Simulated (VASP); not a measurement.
Here is a VASP 6.6.1 calculation.

POSCAR

```
GaSb
1.0
    0.0000000000      3.0176570942      3.0176570942
    3.0176570942      0.0000000000      3.0176570942
    3.0176570942      3.0176570942      0.0000000000
Sb Ga
1 1
Direct
    0.7500000000      0.7500000000      0.7500000000
    0.0000000000      0.0000000000      0.0000000000
```

The input INCAR.step1:

```
PREC = Accurate ; ENCUT = 520
EDIFF = 1E-5 ; ISMEAR = -1
SIGMA = 0.05 ; LREAL = F
LASPH = T ; NELM = 100
ALGO = Normal ; ISIF = 2
LWAVE = T ; LCHARG = F
GGA = PE ; NBANDS = 16
```

File INCAR.step2:

```
PREC = Accurate ; ENCUT = 520
EDIFF = 1E-6 ; ISMEAR = -1
SIGMA = 0.05 ; LREAL = F
LASPH = T ; NELM = 100
ALGO = Normal ; ISIF = 2
LWAVE = F ; LCHARG = F
GGA = PE ; LHFCALC = T
AEXX = 0.25 ; HFSCREEN = 0.3
PRECFOCK = Normal ; ISTART = 1
NBANDS = 16
```

File KPOINTS:

```
regular mesh
0
Gamma
  4 4 4
```

Potentials or basis: VASP PAW PBE potentials, release 64 (Sb, Ga_d).

Command:

```bash
$ cat potpaw_PBE.64/Sb/POTCAR potpaw_PBE.64/Ga_d/POTCAR > POTCAR
$ cp INCAR.step1 INCAR
$ mpirun -np 1 vasp_std > vasp.out
$ cp INCAR.step2 INCAR
$ mpirun -np 1 vasp_std > vasp.out
```

Problem. What does it give for the band gap on the k mesh?

Solution. 1.05 eV (least direct gap 1.07 eV).

Problem. Estimate the pressure.

Solution. 3.2 GPa.

Caveat: the k points lie up to 0.45 Å⁻¹ apart; the PAW data sets were made with another functional, which shifts forces and pressure a little; spin-orbit coupling is left out, which moves the levels of the heavy elements. A k mesh can miss the band edges.
